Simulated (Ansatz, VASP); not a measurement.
## LiH: VASP beside Ansatz

```xyz
2
Lattice="0.0000 2.1951 1.8699 2.1951 0.0000 1.8699 2.1951 2.1951 0.0000" Properties=species:S:1:pos:R:3 pbc="T T T"
Li    0.0000    0.0000    0.0000
H     2.1951    2.1951    1.8699
```

Change from the starting cell: strain +0.080 along x and y, -0.080 along z, atoms carried along.

Alike in both runs: task single point; functional LDA; k mesh 10 × 10 × 10; occupations gaussian, width 0.05 eV; no spin polarisation.

|  | VASP | Ansatz |
| --- | --- | --- |
| version | VASP 6.6.1 | Ansatz 0.2.0 |
| potentials or method | VASP PAW LDA potentials, release 64 (Li_sv, H), cutoff 520 eV | scalar-relativistic, plane waves, PAW |
| valence electrons in the cell | 4 | 4 |

Ansatz gave:

| Quantity | Value |
| --- | --- |
| gap on the k mesh at the Fermi level (eV) | 1.40 |
| least direct gap on the mesh (eV) | 2.49 |

Question: What did VASP give for the same quantities?

Answer: gap on the k mesh at the Fermi level (eV): 1.40; least direct gap on the mesh (eV): 2.48.

LDA's correlation is that of Perdew and Zunger in VASP and of Perdew and Wang (1992) in Ansatz.

Noted on VASP's run: the cutoff is short for stress, so the pressure is rough.
